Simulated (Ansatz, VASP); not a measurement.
Two plane-wave programs on ZrC

```xyz
2
Lattice="0.0000 2.3078 2.3078 2.3078 0.0000 2.3078 2.3078 2.3078 0.0000" Properties=species:S:1:pos:R:3 pbc="T T T"
Zr    2.3078    2.3078    2.3078
C     0.0000    0.0000    0.0000
```

Alike in both runs: task single point; functional r2SCAN; k mesh 16 × 16 × 16; occupations gaussian, width 0.1 eV; no spin polarisation.

|  | VASP | Ansatz |
| --- | --- | --- |
| version | VASP 6.6.1 | Ansatz 0.2.0 |
| potentials or method | VASP PAW PBE potentials, release 64 (Zr_sv, C), cutoff 520 eV | scalar-relativistic, plane waves, PAW |
| valence electrons in the cell | 16 | 16 |

|  | VASP | Ansatz | Ansatz less VASP |
| --- | --- | --- | --- |
| gap on the k mesh at the Fermi level (eV) | none | none | - |
| pressure (GPa) | 16.3 | 16.0 | -0.27 |

VASP's potentials were made for PBE, not for r2SCAN. A gap of «none» marks a metal or a gap that the smearing closes. The functional is the same, so the differences come from potentials, cutoffs and numerics.
